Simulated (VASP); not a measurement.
# Zn3PbN (Pm-3m) in VASP: a series of runs, part 3 of 3

VASP 6.6.1. Earlier steps stand in the parts before.

### Step 4. Single point, PBE

This run uses another cell than the first one, of 28.46 Å³/atom.

INCAR reads:

```
PREC = Accurate
ENCUT = 520
EDIFF = 1E-6
ISMEAR = 0
SIGMA = 0.1
LREAL = F
LASPH = T
NELM = 100
ALGO = Normal
ISIF = 2
LWAVE = F
LCHARG = F
GGA = PE
NBANDS = 36
```

KPOINTS reads:

```
regular mesh
0
Gamma
  6 6 6
```

POSCAR reads:

```
Zn3PbN
1.0
    5.2207749440      0.0000000000      0.0000000000
    0.0000000000      5.2207749440      0.0000000000
    0.0000000000      0.0000000000      5.2207749440
Zn Pb N
3 1 1
Direct
    0.0000000000      0.5000000000      0.5000000000
    0.5000000000      0.0000000000      0.5000000000
    0.5000000000      0.5000000000      0.0000000000
    0.5000000000      0.5000000000      0.5000000000
    0.0000000000      0.0000000000      0.0000000000
```

Potentials or basis: VASP PAW PBE potentials, release 64 (Zn, Pb_d, N).

Launch:

```sh
$ cat potpaw_PBE.64/Zn/POTCAR potpaw_PBE.64/Pb_d/POTCAR potpaw_PBE.64/N/POTCAR > POTCAR
$ mpirun -np 1 vasp_std > vasp.out
```

OUTCAR:

```text
PREC = Accurate
   ENCUT = 520
   EDIFF = 1E-6
   ISMEAR = 0
   LREAL = F
   LASPH = T
   NELM = 100
   ISIF = 2
   GGA = PE

 ion  position               nearest neighbor table
   1  0.000  0.500  0.500-   4 2.61   4 2.61
   2  0.500  0.000  0.500-   4 2.61   4 2.61
   3  0.500  0.500  0.000-   4 2.61   4 2.61
   4  0.500  0.500  0.500-   1 2.61   2 2.61   3 2.61   3 2.61   2 2.61   1 2.61
   5  0.000  0.000  0.000-

  LATTYP: Found a simple cubic cell.
 ALAT       =     5.2207749440

  Lattice vectors:

 A1 = (   5.2207749440,   0.0000000000,   0.0000000000)
 A2 = (   0.0000000000,   5.2207749440,   0.0000000000)
 A3 = (   0.0000000000,   0.0000000000,   5.2207749440)

Analysis of symmetry for initial positions (statically):
=====================================================================
 Subroutine PRICEL returns:
 Original cell was already a primitive cell.

 Routine SETGRP: Setting up the symmetry group for a
 simple cubic supercell.

 Subroutine GETGRP returns: Found 48 space group operations
 (whereof 48 operations were pure point group operations)
 out of a pool of 48 trial point group operations.

The static configuration has the point symmetry O_h .

Analysis of symmetry for dynamics (positions and initial velocities):
=====================================================================
 Subroutine PRICEL returns:
 Original cell was already a primitive cell.

 Routine SETGRP: Setting up the symmetry group for a
 simple cubic supercell.

 Subroutine GETGRP returns: Found 48 space group operations
 (whereof 48 operations were pure point group operations)
 out of a pool of 48 trial point group operations.

The dynamic configuration has the point symmetry O_h .

 Subroutine INISYM returns: Found 48 space group operations
 (whereof 48 operations are pure point group operations),
 and found     1 'primitive' translations

----------------------------------------------------------------------------------------

                                     Primitive cell

  volume of cell :     142.3000

  direct lattice vectors                    reciprocal lattice vectors
     5.220774944  0.000000000  0.000000000     0.191542445  0.000000000  0.000000000
     0.000000000  5.220774944  0.000000000     0.000000000  0.191542445  0.000000000
     0.000000000  0.000000000  5.220774944     0.000000000  0.000000000  0.191542445

  length of vectors
     5.220774944  5.220774944  5.220774944     0.191542445  0.191542445  0.191542445

  position of ions in fractional coordinates (direct lattice)
     0.000000000  0.500000000  0.500000000
     0.500000000  0.000000000  0.500000000
     0.500000000  0.500000000  0.000000000
     0.500000000  0.500000000  0.500000000
     0.000000000  0.000000000  0.000000000

  ion indices of the primitive-cell ions
   primitive index   ion index
                 1           1
                 2           2
                 3           3
                 4           4
                 5           5

----------------------------------------------------------------------------------------

 KPOINTS: regular mesh

Automatic generation of k-mesh.
 Grid dimensions read from file:
 generate k-points for:    6    6    6

 Generating k-lattice:

  Cartesian coordinates                     Fractional coordinates (reciprocal lattice)
     0.031923741  0.000000000  0.000000000     0.166666667  0.000000000  0.000000000
     0.000000000  0.031923741  0.000000000     0.000000000  0.166666667  0.000000000
     0.000000000  0.000000000  0.031923741     0.000000000  0.000000000  0.166666667

  Length of vectors
     0.031923741  0.031923741  0.031923741

  Shift w.r.t. Gamma in fractional coordinates (k-lattice)
     0.000000000  0.000000000  0.000000000

 Subroutine IBZKPT returns following result:
 ===========================================

 Found     20 irreducible k-points:

 Following reciprocal coordinates:
            Coordinates               Weight
  0.000000  0.000000  0.000000      1.000000
  0.166667  0.000000  0.000000      6.000000
  0.333333  0.000000  0.000000      6.000000
  0.500000  0.000000  0.000000      3.000000
  0.166667  0.166667  0.000000     12.000000
  0.333333  0.166667  0.000000     24.000000
[... 12 lines left out ...]
  0.500000  0.500000  0.333333      6.000000
  0.500000  0.500000  0.500000      1.000000
   k-points           NKPTS =     20   k-points in BZ     NKDIM =     20   number of bands    NBANDS=     36
   number of dos      NEDOS =    301   number of ions     NIONS =      5
   total plane-waves  NPLWV =  64000
   dimension x,y,z NGX =    40 NGY =   40 NGZ =   40
   dimension x,y,z NGXF=    80 NGYF=   80 NGZF=   80
   ions per type =               3   1   1
   NGX,Y,Z   is equivalent  to a cutoff of  12.74, 12.74, 12.74 a.u.
   NGXF,Y,Z  is equivalent  to a cutoff of  25.47, 25.47, 25.47 a.u.
 SYSTEM =  unknown system
   PREC   = accura    normal or accurate (medium, high low for compatibility)
   ISTART =      0    job   : 0-new  1-cont  2-samecut
   ICHARG =      2    charge: 1-file 2-atom 10-const
   ISPIN  =      1    spin polarized calculation?
   LNONCOLLINEAR =      F non collinear calculations
   LSORBIT =      F    spin-orbit coupling
   LASPH  =      T    aspherical Exc in radial PAW
   ENCUT  =  520.0 eV  38.22 Ry    6.18 a.u.   9.71  9.71  9.71*2*pi/ulx,y,z
   NELM   =    100;   NELMIN=  2; NELMDL= -5     # of ELM steps
   EDIFF  = 0.1E-05   stopping-criterion for ELM
   LREAL  =      F    real-space projection
   EDIFFG = 0.1E-04   stopping-criterion for IOM
   NSW    =      0    number of steps for IOM
   IBRION =     -1    ionic relax: 0-MD 1-quasi-New 2-CG
   NFREE  =      0    steps in history (QN), initial steepest desc. (CG)
   ISIF   =      2    stress and relaxation
   ISYM   =      2    0-nonsym 1-usesym 2-fastsym
   POTIM  = 0.5000    time-step for ionic-motion
   TEBEG  =    0.0;   TEEND  =   0.0 temperature during run
   PSTRESS=    0.0 pullay stress
   NELECT =      55.0000    total number of electrons
   NUPDOWN=      -1.0000    fix difference up-down
   EMIN   =  10.00;   EMAX   =-10.00  energy-range for DOS
   EFERMI =   0.00;   METHOD = LEGACY
   ISMEAR =     0;   SIGMA  =   0.10  broadening in eV -4-tet -1-fermi 0-gaus
   EFERMI_NEDOS =   21; number of points for ismear=-14 and -15
   IALGO  =     38    algorithm
   IMIX   =      4    mixing-type and parameters
     AMIX     =   0.40;   BMIX     =  1.00
     AMIX_MAG =   1.60;   BMIX_MAG =  1.00
  volume/ion in A,a.u.               =      28.46       192.06
  Fermi-wavevector in a.u.,A,eV,Ry     =   1.192507  2.253511 19.348461  1.422072
  Thomas-Fermi vector in A             =   2.328543
   LORBIT       =      0    0 simple, 1 ext, 2 COOP (PROOUT), +10 PAW based schemes
   GGA     = PE    functional components
   LHFCALC =     F    Hartree Fock is set to
   AEXX    =    0.0000 exact exchange contribution
   IVDW    =     0    specifies the selected vdW correction
   LEPSILON=     F    determine dielectric tensor
   LRPA    =     F    only Hartree local field effects (RPA)
 non-spin polarized calculation
 Gauss-broadening in eV      SIGMA  =   0.10
  energy-cutoff  :      520.00
  volume of cell :      142.30
 maximum number of plane-waves:      3887
 NGX is ok and might be reduce to    40
   NGX = 19   NGY = 19   NGZ = 19

 number of electron      54.9999926 magnetization

 Free energy of the ion-electron system (eV)
  ---------------------------------------------------
  ext. energy  EPLUGINS =         0.00000000
  ---------------------------------------------------
  free energy    TOTEN  =        -6.72280752 eV

  energy without entropy =       -6.65142975  energy(sigma->0) =       -6.68711864

 E-fermi :   0.6385     XC(G=0):  -8.3290

 val. band max:        0.6343444061   @ k =   0.5000   0.3333   0.1667
 cond. band min:       0.6411616604   @ k =   0.5000   0.1667   0.1667
 fundamental gap:      0.0068172543
 Fermi energy:         0.6384780298

 k-point     1 :       0.0000    0.0000    0.0000
  band No.  band energies     occupation
      1     -16.6189      2.00000
      2     -16.6189      2.00000
      3     -16.4125      2.00000
      4     -16.4125      2.00000
      5     -16.4125      2.00000
      6     -10.6423      2.00000
[... 769 lines left out ...]
     35       7.3169      0.00000
     36       7.3169      0.00000

------------------------ aborting loop because EDIFF is reached ----------------------------------------

  FORCE on cell =-STRESS in cart. coord.  units (eV):
  Direction    XX          YY          ZZ          XY          YZ          ZX
  --------------------------------------------------------------------------------------
  -------------------------------------------------------------------------------------
  Total        0.3823112      0.3823112      0.3823112      0.0000000      0.0000000      0.0000000
  in kB        4.3044995      4.3044995      4.3044995      0.0000000      0.0000000      0.0000000
  external PRESSURE =       4.3044995 kB  Pullay stress =       0.0000000 kB

 VOLUME and BASIS-vectors are now :
 -----------------------------------------------------------------------------
  energy-cutoff  :      520.00
  volume of cell :      142.30
      direct lattice vectors                 reciprocal lattice vectors
     5.220774944  0.000000000  0.000000000     0.191542445  0.000000000  0.000000000
     0.000000000  5.220774944  0.000000000     0.000000000  0.191542445  0.000000000
     0.000000000  0.000000000  5.220774944     0.000000000  0.000000000  0.191542445

 POSITION                                       TOTAL-FORCE (eV/Angst)
 -----------------------------------------------------------------------------------
      0.00000      2.61039      2.61039         0.000000      0.000000      0.000000
      2.61039      0.00000      2.61039         0.000000      0.000000      0.000000
      2.61039      2.61039      0.00000         0.000000      0.000000      0.000000
      2.61039      2.61039      2.61039         0.000000      0.000000      0.000000
      0.00000      0.00000      0.00000         0.000000      0.000000      0.000000
 -----------------------------------------------------------------------------------
    total drift:                               -0.000000      0.000000     -0.000000

  FREE ENERGIE OF THE ION-ELECTRON SYSTEM (eV)
  ---------------------------------------------------
  free  energy   TOTEN  =        -6.7228075199 eV

  energy  without entropy=       -6.6514297530  energy(sigma->0) =       -6.68711864
```

OSZICAR:

```text
N       E                     dE             d eps       ncg     rms          rms(c)
DAV:   1     0.426654173870E+03    0.42665E+03   -0.25864E+04  1440   0.181E+03
DAV:   2     0.372176465723E+02   -0.38944E+03   -0.38119E+03  1444   0.414E+02
DAV:   3    -0.817290835770E+01   -0.45391E+02   -0.44281E+02  1784   0.139E+02
DAV:   4    -0.105563353194E+02   -0.23834E+01   -0.23610E+01  1552   0.288E+01
DAV:   5    -0.106281148980E+02   -0.71780E-01   -0.71755E-01  1988   0.532E+00    0.137E+01
DAV:   6    -0.211063722995E+02   -0.10478E+02   -0.23799E+02  1744   0.334E+01    0.209E+01
DAV:   7    -0.691465621608E+01    0.14192E+02   -0.12257E+01  1752   0.113E+01    0.616E+00
DAV:   8    -0.678216411088E+01    0.13249E+00   -0.30970E+00  1500   0.452E+00    0.276E+00
DAV:   9    -0.672328235721E+01    0.58882E-01   -0.28533E-01  1724   0.267E+00    0.746E-01
DAV:  10    -0.672166582739E+01    0.16165E-02   -0.32044E-02  1708   0.646E-01    0.225E-01
DAV:  11    -0.672269311253E+01   -0.10273E-02   -0.20762E-03  1576   0.224E-01    0.739E-02
DAV:  12    -0.672279585373E+01   -0.10274E-03   -0.41975E-04  1692   0.906E-02    0.141E-02
DAV:  13    -0.672280757102E+01   -0.11717E-04   -0.53182E-05  1732   0.495E-02    0.113E-02
DAV:  14    -0.672280725459E+01    0.31643E-06   -0.10359E-05  1540   0.191E-02    0.261E-03
DAV:  15    -0.672280751994E+01   -0.26534E-06   -0.17889E-06  1204   0.110E-02
   1 F= -.67228075E+01 E0= -.66871186E+01  d E =-.713778E-01
```

stdout:

```text
POSCAR found type information on POSCAR ZnPbN
 POSCAR found :  3 types and       5 ions
 scaLAPACK will be used
 LDA part: xc-table for (Slater+PW92), standard interpolation
 POSCAR, INCAR and KPOINTS ok, starting setup
 FFT: planning ... GRIDC
 FFT: planning ... GRID_SOFT
 FFT: planning ... GRID
 WAVECAR not read
 entering main loop
```

It took 77 s on 1 thread of AMD EPYC 9R45 (Zen 5), shared host; peak memory 0.26 GiB.

What came out:

| Quantity | Value |
| --- | --- |
| Free energy | -6.7228 eV |
| Pressure | 0.4 GPa |
| Band gap on the k mesh | zero (an odd number of electrons rules out a gap without spin polarisation) |

Levels at points of the mesh, in eV from the Fermi level:
```
           k point  band 26  band 27  band 28  band 29  band 30  band 31
(0.00, 0.00, 0.00)    -1.05    -1.05    -0.07     0.13     0.13     0.13
(0.50, 0.00, 0.00)    -1.13    -0.86    -0.14    -0.14     1.02     3.48
(0.50, 0.50, 0.00)    -0.50     0.00     0.03     0.03     0.92     3.43
(0.50, 0.50, 0.50)    -0.83    -0.83    -0.83     2.27     2.27     2.27
```

Caveat: spin-orbit coupling is left out, which moves the levels of the heavy elements.

### Step 5. Summary

| task | cell | k mesh | cutoff (eV) | gap on the mesh (eV) | pressure (GPa) |
| --- | --- | --- | --- | --- | --- |
| single point | a = 5.243 Å, 5 atoms | 8 × 8 × 8 | 520 | none | 0.1 |
| relaxation of cell and atoms | relaxed from a = 5.221 Å, 5 atoms | 8 × 8 × 8 | 600 | none | 0.0 |
| single point | a = 5.221 Å, 5 atoms | 6 × 6 × 6 | 520 | none | 0.4 |

Alike in all rows: level PBE; potentials or basis VASP PAW PBE potentials, release 64 (Zn, Pb_d, N); no spin polarisation; smearing gaussian 0.1 eV.

Caveats: spin-orbit coupling is left out, which moves the levels of the heavy elements.

Absolute energies hang on the potentials; compare differences alone.
